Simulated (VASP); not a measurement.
Crystal: SiC.

```
CELL_PARAMETERS angstrom
0.00000 2.22161 2.14936
2.22161 0.00000 2.14936
2.22161 2.22161 0.00000
ATOMIC_POSITIONS crystal
Si 0.00000 0.00000 0.00000
C 0.25000 0.25000 0.25000
```

This cell differs from its parent crystal: epitaxial xy strain +2.0%.

Base run:

```yaml
Program: VASP 6.6.1
Functional: r2SCAN
Potentials_or_basis: VASP PAW PBE potentials, release 64 (Si, C)
Cutoff: 520 eV
k_mesh: 10 × 10 × 10
Occupations: gaussian, width 0.01 eV
Spin: no spin polarisation
```

Its results: band gap on the k mesh 1.40 eV, indirect (least direct gap 4.98 eV); pressure -5.9 GPa.

Task: The run is repeated on the same cell with these changes: functional from r2SCAN to PBE; occupations from gaussian, width 0.01 eV to fermi-dirac, width 0.02 eV. What comes out?

Result: Band gap on the k mesh 1.05 eV, indirect (least direct gap 4.47 eV); pressure -2.2 GPa.

Caveats: the PAW data sets were made with another functional, which shifts forces and pressure a little (some runs).

A k mesh can miss the band edges.
